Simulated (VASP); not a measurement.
A run of VASP 6.6.1 is set up as follows.

INCAR

```
ALGO = Normal
EDIFF = 1E-6
ENCUT = 520
GGA = PE
ISIF = 2
ISMEAR = 0
LASPH = True
LCHARG = True
LELF = True
LREAL = False
LVHAR = True
LWAVE = False
NBANDS = 11
NELM = 80
PREC = Accurate
SIGMA = 0.05
```

KPOINTS

```
k-points
0
Gamma
  12 12 12
```

Contents of POSCAR:

```
C
1.0
    0.0000000000      1.7834000000      1.7834000000
    1.7834000000      0.0000000000      1.7834000000
    1.7834000000      1.7834000000      0.0000000000
C
2
Direct
    0.5000000000      0.5000000000      0.4603506347
    0.7500000000      0.7500000000      0.7500000000
```

Potentials or basis: VASP PAW PBE potentials, release 64 (C).

Run with:

```console
$ cat potpaw_PBE.64/C/POTCAR > POTCAR
$ mpirun -np 1 vasp_std > vasp.out
```

Task: What does it give for the pressure?

Result: 5.9 GPa.

Task: Estimate the band gap on the k mesh.

Result: 2.38 eV, indirect (least direct gap 2.72 eV).

Task: What does it give for the largest force?

Result: 3.741 eV/Å.

Stress tensor (GPa, compression positive):
```
 5.49  3.46 -3.25
 3.46  5.49 -3.25
-3.25 -3.25  6.77
```

Caveat: the cell differs from its parent crystal (atom 1 (C) moved by (-0.100, +0.000) A along [1 1 0] and z); forces of over 1 eV/Å act on the atoms, so gaps and moduli don't describe the material at rest. A k mesh can miss the band edges.
